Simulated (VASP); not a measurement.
# Si in VASP: single point with LDA

Aim: the single point of Si with LDA.

Program: VASP 6.6.1. These are calculated values, not measurements. Logs are shortened: lines on timing, memory, paths and dates and some standing lists are left out, and cuts for length are marked.

## (1) The cell of the first run

The cell holds a slab with vacuum, 8 atoms: a = 3.802 Å, b = 3.802 Å, c = 24.226 Å, α = 90.00°, β = 90.00°, γ = 120.00°.

## (2) Single point, LDA

File INCAR:

```
PREC     = Accurate       # precision mode
ENCUT    = 520            # plane-wave cutoff, eV
EDIFF    = 1E-6           # SCF threshold, eV
ISMEAR   = 0              # smearing method
SIGMA    = 0.05           # smearing width, eV
LREAL    = False          # projectors in reciprocal space
LASPH    = True           # aspherical terms in the spheres
NELM     = 100            # most SCF steps
ALGO     = Normal         # electronic algorithm
ISIF     = 2              # what is computed and relaxed
LWAVE    = False          # write WAVECAR
LCHARG   = False          # write CHGCAR
LDIPOL   = True         
IDIPOL   = 3            
DIPOL    = 0.5 0.5 0.500
GGA      = CA             # functional
NBANDS   = 26             # bands
```

File KPOINTS:

```
regular mesh
0
Gamma
  9 9 1
```

File POSCAR:

```
Si
1.0
    3.8016851345      0.0000000000      0.0000000000
   -1.9008425673      3.2923559037      0.0000000000
    0.0000000000      0.0000000000     24.2258696275
Si
8
Direct
    0.6666666667      0.3333333333      0.2889473157
    0.3333333333      0.6666666667      0.3216738520
    0.3333333333      0.6666666667      0.4187402598
    0.6666666667      0.3333333333      0.4514667961
    0.6666666667      0.3333333333      0.5483740266
    0.3333333333      0.6666666667      0.5805962181
    0.3333333333      0.6666666667      0.6796804481
    0.6666666667      0.3333333333      0.7073221765
```

Potentials or basis: VASP PAW LDA potentials, release 64 (Si).

Command:

```console
> cat potpaw_LDA.64/Si/POTCAR > POTCAR
> mpirun -np 1 vasp_std > vasp.out
```

OUTCAR:

```text
PREC = Accurate
   ENCUT = 520
   EDIFF = 1E-6
   ISMEAR = 0
   LREAL = False
   LASPH = True
   NELM = 100
   ISIF = 2
   GGA = CA

 ion  position               nearest neighbor table
   1  0.667  0.333  0.289-   2 2.33   2 2.33   2 2.33
   2  0.333  0.667  0.322-   1 2.33   1 2.33   1 2.33   3 2.35
   3  0.333  0.667  0.419-   4 2.33   4 2.33   4 2.33   2 2.35
   4  0.667  0.333  0.451-   3 2.33   3 2.33   3 2.33   5 2.35
   5  0.667  0.333  0.548-   6 2.33   6 2.33   6 2.33   4 2.35
   6  0.333  0.667  0.581-   5 2.33   5 2.33   5 2.33   7 2.40
   7  0.333  0.667  0.680-   8 2.29   8 2.29   8 2.29   6 2.40
   8  0.667  0.333  0.707-   7 2.29   7 2.29   7 2.29

  LATTYP: Found a hexagonal cell.
 ALAT       =     3.8016851345
 C/A-ratio  =     6.3724029662

  Lattice vectors:

 A1 = (   3.8016851345,   0.0000000000,   0.0000000000)
 A2 = (  -1.9008425673,   3.2923559037,   0.0000000000)
 A3 = (   0.0000000000,   0.0000000000,  24.2258696275)

Analysis of symmetry for initial positions (statically):
=====================================================================
 Subroutine PRICEL returns:
 Original cell was already a primitive cell.

 Routine SETGRP: Setting up the symmetry group for a
 hexagonal supercell.

 Subroutine GETGRP returns: Found  6 space group operations
 (whereof  6 operations were pure point group operations)
 out of a pool of 24 trial point group operations.

The static configuration has the point symmetry C_3v.

Analysis of symmetry for dynamics (positions and initial velocities):
=====================================================================
 Subroutine PRICEL returns:
 Original cell was already a primitive cell.

 Routine SETGRP: Setting up the symmetry group for a
 hexagonal supercell.

 Subroutine GETGRP returns: Found  6 space group operations
 (whereof  6 operations were pure point group operations)
 out of a pool of 24 trial point group operations.

The dynamic configuration has the point symmetry C_3v.

 Subroutine INISYM returns: Found  6 space group operations
 (whereof  6 operations are pure point group operations),
 and found     1 'primitive' translations

----------------------------------------------------------------------------------------

                                     Primitive cell

  volume of cell :     303.2231

  direct lattice vectors                    reciprocal lattice vectors
     3.801685135  0.000000000  0.000000000     0.263041247  0.151866935  0.000000000
    -1.900842567  3.292355904  0.000000000     0.000000000  0.303733870  0.000000000
     0.000000000  0.000000000 24.225869627     0.000000000  0.000000000  0.041278188

  length of vectors
     3.801685135  3.801685135 24.225869627     0.303733870  0.303733870  0.041278188

  position of ions in fractional coordinates (direct lattice)
     0.666666667  0.333333333  0.288947316
     0.333333333  0.666666667  0.321673852
     0.333333333  0.666666667  0.418740260
     0.666666667  0.333333333  0.451466796
     0.666666667  0.333333333  0.548374027
     0.333333333  0.666666667  0.580596218
     0.333333333  0.666666667  0.679680448
     0.666666667  0.333333333  0.707322176

  ion indices of the primitive-cell ions
   primitive index   ion index
                 1           1
                 2           2
                 3           3
                 4           4
                 5           5
                 6           6
                 7           7
                 8           8

----------------------------------------------------------------------------------------

 KPOINTS: regular mesh

Automatic generation of k-mesh.
 Grid dimensions read from file:
 generate k-points for:    9    9    1

 Generating k-lattice:

  Cartesian coordinates                     Fractional coordinates (reciprocal lattice)
     0.029226805  0.016874104  0.000000000     0.111111111  0.000000000  0.000000000
     0.000000000  0.033748208  0.000000000     0.000000000  0.111111111  0.000000000
     0.000000000  0.000000000  0.041278188     0.000000000  0.000000000  1.000000000

  Length of vectors
     0.033748208  0.033748208  0.041278188

  Shift w.r.t. Gamma in fractional coordinates (k-lattice)
     0.000000000  0.000000000  0.000000000

 Subroutine IBZKPT returns following result:
 ===========================================

 Found     12 irreducible k-points:

 Following reciprocal coordinates:
            Coordinates               Weight
  0.000000  0.000000  0.000000      1.000000
  0.111111 -0.000000  0.000000      6.000000
  0.222222  0.000000  0.000000      6.000000
  0.333333  0.000000  0.000000      6.000000
  0.444444  0.000000  0.000000      6.000000
  0.111111  0.111111  0.000000      6.000000
  0.222222  0.111111  0.000000     12.000000
  0.333333  0.111111  0.000000     12.000000
  0.444444  0.111111  0.000000      6.000000
  0.222222  0.222222  0.000000      6.000000
  0.333333  0.222222  0.000000     12.000000
  0.333333  0.333333  0.000000      2.000000
   k-points           NKPTS =     12   k-points in BZ     NKDIM =     12   number of bands    NBANDS=     26
   number of dos      NEDOS =    301   number of ions     NIONS =      8
   total plane-waves  NPLWV = 141120
   dimension x,y,z NGX =    28 NGY =   28 NGZ =  180
   dimension x,y,z NGXF=    56 NGYF=   56 NGZF=  360
   ions per type =               8
   NGX,Y,Z   is equivalent  to a cutoff of  12.24, 12.24, 12.35 a.u.
   NGXF,Y,Z  is equivalent  to a cutoff of  24.49, 24.49, 24.70 a.u.
 SYSTEM =  unknown system
   PREC   = accura    normal or accurate (medium, high low for compatibility)
   ISTART =      0    job   : 0-new  1-cont  2-samecut
   ICHARG =      2    charge: 1-file 2-atom 10-const
   ISPIN  =      1    spin polarized calculation?
   LNONCOLLINEAR =      F non collinear calculations
   LSORBIT =      F    spin-orbit coupling
   LASPH  =      T    aspherical Exc in radial PAW
   ENCUT  =  520.0 eV  38.22 Ry    6.18 a.u.   7.07  7.07 45.04*2*pi/ulx,y,z
   NELM   =    100;   NELMIN=  2; NELMDL= -5     # of ELM steps
   EDIFF  = 0.1E-05   stopping-criterion for ELM
   LREAL  =      F    real-space projection
   EDIFFG = 0.1E-04   stopping-criterion for IOM
   NSW    =      0    number of steps for IOM
   IBRION =     -1    ionic relax: 0-MD 1-quasi-New 2-CG
   NFREE  =      0    steps in history (QN), initial steepest desc. (CG)
   ISIF   =      2    stress and relaxation
   ISYM   =      2    0-nonsym 1-usesym 2-fastsym
   POTIM  = 0.5000    time-step for ionic-motion
   TEBEG  =    0.0;   TEEND  =   0.0 temperature during run
   PSTRESS=    0.0 pullay stress
   NELECT =      32.0000    total number of electrons
   NUPDOWN=      -1.0000    fix difference up-down
   EMIN   =  10.00;   EMAX   =-10.00  energy-range for DOS
   EFERMI =   0.00;   METHOD = LEGACY
   ISMEAR =     0;   SIGMA  =   0.05  broadening in eV -4-tet -1-fermi 0-gaus
   EFERMI_NEDOS =   21; number of points for ismear=-14 and -15
   IALGO  =     38    algorithm
   IMIX   =      4    mixing-type and parameters
     AMIX     =   0.40;   BMIX     =  1.00
     AMIX_MAG =   1.60;   BMIX_MAG =  1.00
  volume/ion in A,a.u.               =      37.90       255.78
  Fermi-wavevector in a.u.,A,eV,Ry     =   0.773637  1.461962  8.143286  0.598515
  Thomas-Fermi vector in A             =   1.875524
   LORBIT       =      0    0 simple, 1 ext, 2 COOP (PROOUT), +10 PAW based schemes
   GGA     = CA    functional components
   LHFCALC =     F    Hartree Fock is set to
   AEXX    =    0.0000 exact exchange contribution
   IVDW    =     0    specifies the selected vdW correction
   LEPSILON=     F    determine dielectric tensor
   LRPA    =     F    only Hartree local field effects (RPA)
 non-spin polarized calculation
 Gauss-broadening in eV      SIGMA  =   0.05
  energy-cutoff  :      520.00
  volume of cell :      303.22
 maximum number of plane-waves:      8193
   NGX = 15   NGY = 15   NGZ = 91

 dipolmoment           0.000000      0.000000      0.008368 electrons x Angstroem

 number of electron      31.9999998 magnetization

 dipolmoment           0.000000      0.000000     -0.009182 electrons x Angstroem

 Free energy of the ion-electron system (eV)
  ---------------------------------------------------
  ext. energy  EPLUGINS =         0.00000000
  ---------------------------------------------------
  free energy    TOTEN  =       -44.78002044 eV

  energy without entropy =      -44.77617353  energy(sigma->0) =      -44.77809699

 E-fermi :   0.6798     XC(G=0):  -5.6573

 val. band max:        0.6086623291   @ k =   0.1111  -0.0000   0.0000
 cond. band min:       0.7193859697   @ k =   0.3333   0.2222   0.0000
 fundamental gap:      0.1107236407
 Fermi energy:         0.6797526673

 k-point     1 :       0.0000    0.0000    0.0000
  band No.  band energies     occupation
      1     -11.2487      2.00000
      2     -10.7182      2.00000
      3      -9.9831      2.00000
      4      -9.2865      2.00000
      5      -5.6454      2.00000
      6      -4.0065      2.00000
[... 18 lines left out ...]
     25       4.1042      0.00000
     26       4.3950      0.00000

 k-point     2 :       0.1111   -0.0000    0.0000
  band No.  band energies     occupation
      1     -11.1024      2.00000
      2     -10.5721      2.00000
      3      -9.8366      2.00000
      4      -9.1379      2.00000
      5      -5.5686      2.00000
      6      -3.9528      2.00000
[... 18 lines left out ...]
     25       4.3900      0.00000
[... 260 lines left out ...]
     25       5.3472      0.00000
     26       5.8862      0.00000

 k-point    12 :       0.3333    0.3333    0.0000
  band No.  band energies     occupation
      1      -8.0862      2.00000
      2      -8.0834      2.00000
      3      -7.8859      2.00000
      4      -6.9186      2.00000
      5      -6.5609      2.00000
      6      -6.3155      2.00000
[... 18 lines left out ...]
     25       6.6363      0.00000
     26       6.7823      0.00000

------------------------ aborting loop because EDIFF is reached ----------------------------------------

 vacuum level on the upper side and lower side of the slab       (xc-potential included)        -0.232        -0.118

  FORCE on cell =-STRESS in cart. coord.  units (eV):
  Direction    XX          YY          ZZ          XY          YZ          ZX
  --------------------------------------------------------------------------------------
  -------------------------------------------------------------------------------------
  Total        0.3212746      0.3212746     -0.2232305     -0.0000000     -0.0000000      0.0000000
  in kB        1.6975580      1.6975580     -1.1795104     -0.0000000     -0.0000000      0.0000000
  external PRESSURE =       0.7385352 kB  Pullay stress =       0.0000000 kB

 VOLUME and BASIS-vectors are now :
 -----------------------------------------------------------------------------
  energy-cutoff  :      520.00
  volume of cell :      303.22
      direct lattice vectors                 reciprocal lattice vectors
     3.801685135  0.000000000  0.000000000     0.263041247  0.151866935  0.000000000
    -1.900842567  3.292355904  0.000000000     0.000000000  0.303733870  0.000000000
     0.000000000  0.000000000 24.225869627     0.000000000  0.000000000  0.041278188

 POSITION                                       TOTAL-FORCE (eV/Angst)
 -----------------------------------------------------------------------------------
      1.90084      1.09745      7.00000         0.000000     -0.000000      0.533282
     -0.00000      2.19490      7.79283         0.000000     -0.000000     -0.700995
     -0.00000      2.19490     10.14435         0.000000     -0.000000      0.230304
      1.90084      1.09745     10.93718         0.000000     -0.000000     -0.065329
      1.90084      1.09745     13.28484        -0.000000      0.000000      0.023730
     -0.00000      2.19490     14.06545        -0.000000     -0.000000      0.022710
     -0.00000      2.19490     16.46585        -0.000000     -0.000000     -0.026135
      1.90084      1.09745     17.13549         0.000000      0.000000     -0.017567
 -----------------------------------------------------------------------------------
    total drift:                                0.000000     -0.000000      0.000222

  FREE ENERGIE OF THE ION-ELECTRON SYSTEM (eV)
  ---------------------------------------------------
  free  energy   TOTEN  =       -44.7800204441 eV

  energy  without entropy=      -44.7761735306  energy(sigma->0) =      -44.77809699

 vacuum level on the upper side and lower side of the slab         5.448         5.554
```

Wall time 2.5 min (1 thread of AMD EPYC 7R13 (Zen 3), shared host); peak memory 0.27 GiB.

Results:

* Free energy: -44.7800 eV
* Largest force: 0.701 eV/Å
* Band gap on the k mesh: zero (bands 16 and 17 overlap by 0.34 eV)

Forces on the atoms (eV/Å):
```
Si   0.000  0.000  0.533
Si   0.000  0.000 -0.701
Si   0.000  0.000  0.230
Si   0.000  0.000 -0.065
Si   0.000  0.000  0.024
Si   0.000  0.000  0.023
Si   0.000  0.000 -0.026
Si   0.000  0.000 -0.018
```

Levels at points of the mesh, in eV from the Fermi level:
```csv
k point,band 14,band 15,band 16,band 17,band 18,band 19
"(0.00, 0.00, 0.00)",-0.29,0.15,0.15,0.70,1.44,1.97
```
